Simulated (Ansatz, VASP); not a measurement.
## One calculation of KCl, two programs

File POSCAR:

```
KCl
1.0
    0.0000000000      3.1874612545      3.1874612545
    3.1874612545      0.0000000000      3.1874612545
    3.1874612545      3.1874612545      0.0000000000
K Cl
1 1
Direct
    0.0000000000      0.0000000000      0.0000000000
    0.5000000000      0.5000000000      0.5000000000
```

The input INCAR.step1:

```
SYSTEM = KCl
ALGO = Normal
EDIFF = 1E-4
ENCUT = 520
GGA = PE
ISMEAR = 0
LASPH = .True.
LCHARG = .False.
LREAL = .False.
LWAVE = .True.
NBANDS = 15
NELM = 80
PREC = Accurate
SIGMA = 0.05
```

Contents of INCAR.step2:

```
SYSTEM = KCl
ALGO = Normal
EDIFF = 1E-6
ENCUT = 520
ISIF = 2
ISMEAR = 0
ISTART = 1
LASPH = .True.
LCHARG = .False.
LMIXTAU = .True.
LREAL = .False.
LWAVE = .False.
METAGGA = R2SCAN
NBANDS = 15
NELM = 80
PREC = Accurate
SIGMA = 0.05
```

KPOINTS

```
k-points
0
Gamma
  6 6 6
  0 0 0
```

Input for Ansatz:

```yaml
crystal:
  lattice:
    - [0.0, 3.1874612545, 3.1874612545]
    - [3.1874612545, 0.0, 3.1874612545]
    - [3.1874612545, 3.1874612545, 0.0]
  atoms:
    - { symbol: K, position: [0.0, 0.0, 0.0] }
    - { symbol: Cl, position: [0.5, 0.5, 0.5] }
basis:
  ecutwfc: 500
  ecutrho_ratio: 4
kpoints:
  mp_grid: { grid: [6, 6, 6] }
hamiltonian:
  xc: r2scan
scf:
  occupations: { method: gaussian, width: 0.05 }
output:
  forces: true
  stress: true
  eigenvalues: true
```

Alike in both runs: task single point; functional r2SCAN; k mesh 6 × 6 × 6; occupations gaussian, width 0.05 eV; no spin polarisation.

|  | VASP | Ansatz |
| --- | --- | --- |
| version | VASP 6.6.1 | Ansatz 0.2.0 |
| potentials or method | VASP PAW PBE potentials, release 64 (K_sv, Cl), cutoff 520 eV | scalar-relativistic, plane waves, PAW |
| valence electrons in the cell | 16 | 16 |

Ansatz gave:

| Item | Value |
| --- | --- |
| gap on the k mesh at the Fermi level (eV) | 5.69 |
| least direct gap on the mesh (eV) | 5.69 |
| pressure (GPa) | -0.7 |

**Question.** Which values does VASP return?

**Answer.** gap on the k mesh at the Fermi level (eV): 5.70; least direct gap on the mesh (eV): 5.70; pressure (GPa): -0.7.

VASP's potentials were made for PBE, not for r2SCAN.
